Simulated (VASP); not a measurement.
Sb: density of states with PBE

Sb:

```
Sb
1.0
     5.45634    0.00000    0.00000
    -2.72817    4.72533    0.00000
     0.00000    0.00000    3.21419
Sb
3
Direct
  0.00000 0.00000 0.00000
  0.33333 0.66667 0.50000
  0.66667 0.33333 0.50000
```

```json
{"Program": "VASP 6.6.1", "Task": "density of states", "Functional": "PBE", "Potentials or basis": "VASP PAW PBE potentials, release 64 (Sb)", "Cutoff": "520 eV", "k mesh": "7 × 7 × 9", "Occupations": "fermi-dirac, width 0.1 eV", "Spin": "no spin polarisation", "Dipole correction": "no", "k mesh for the DOS": "11 × 11 × 14", "Occupations for the DOS": "tetrahedron", "Further INCAR settings": "ALGO = Normal; EDIFF = 1e-07; NBANDS = 14"}
```

```json
{"Valence electrons inside the program's atomic spheres": "Sb 2.33"}
```

Levels at points of the mesh, in eV from the Fermi level:
| k point | band 4 | band 5 | band 6 | band 7 | band 8 | band 9 | band 10 | band 11 | band 12 | band 13 |
| --- | --- | --- | --- | --- | --- | --- | --- | --- | --- | --- |
| (0.00, 0.00, 0.00) | -3.84 | -3.84 | -3.59 | -3.59 | 1.89 | 5.15 | 5.15 | 5.77 | 5.78 | 5.79 |
| (0.00, 0.00, 0.50) | -3.46 | -2.78 | -2.06 | -1.98 | -1.98 | -0.44 | -0.44 | 0.59 | 0.59 | 3.30 |

It took 85 s on 1 thread of Intel(R) Xeon(R) Platinum 8259CL CPU @ 2.50GHz (Skylake/Cascade Lake) (shared host), peak memory 0.26 GiB.

Caveat: spin-orbit coupling is left out, which moves the levels of the heavy elements.
